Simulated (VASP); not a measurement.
Here is a VASP 6.6.1 calculation.

POSCAR

```
AlN
1.0
    3.1110000000      0.0000000000      0.0000000000
   -1.5555000000      2.6942050300      0.0000000000
    0.0000000000      0.0000000000      5.0108860000
Al N
2 2
Direct
    0.3333333333      0.6666666667      0.0000000000
    0.6666666667      0.3333333333      0.5000000000
    0.3333333333      0.6666666667      0.3820000000
    0.6666666667      0.3333333333      0.8820000000
```

File INCAR.step1:

```
PREC = Accurate ; ENCUT = 520
ISMEAR = 0 ; SIGMA = 0.05
LREAL = False ; LASPH = True
NELM = 80 ; GGA = PE
ALGO = Normal ; EDIFF = 1E-4
LWAVE = True ; LCHARG = False
```

Contents of INCAR.step2:

```
PREC = Accurate ; ENCUT = 520
EDIFF = 1E-6 ; ISMEAR = 0
SIGMA = 0.05 ; LREAL = False
LASPH = True ; NELM = 80
ALGO = Normal ; ISIF = 2
LWAVE = False ; LCHARG = False
METAGGA = R2SCAN ; LMIXTAU = True
IBRION = 2 ; NSW = 80
EDIFFG = -0.003 ; ISTART = 1
```

File KPOINTS:

```
regular mesh
0
Gamma
  8 8 5
```

Potentials or basis: VASP PAW PBE potentials, release 64 (Al, N).

Command:

```console
$ cat potpaw_PBE.64/Al/POTCAR potpaw_PBE.64/N/POTCAR > POTCAR
$ cp INCAR.step1 INCAR
$ mpirun -np 1 vasp_std > vasp.out
$ cp INCAR.step2 INCAR
$ mpirun -np 1 vasp_std > vasp.out
```

Q: Estimate the energy gained by relaxing.

A: 0.1 meV/atom.

Q: Predict the band gap on the k mesh.

A: 4.86 eV, direct.

Step by step:
```csv
step,energy change (eV),largest force (eV/Å),pressure (GPa)
1,0.0000,0.0825,-2.26
2,-0.0005,0.0180,-2.24
3,-0.0005,0.0001,-2.24
```

Caveat: the PAW data sets were made with another functional, which shifts forces and pressure a little. r2SCAN opens gaps a little over a GGA but as a rule still falls short of measured ones.
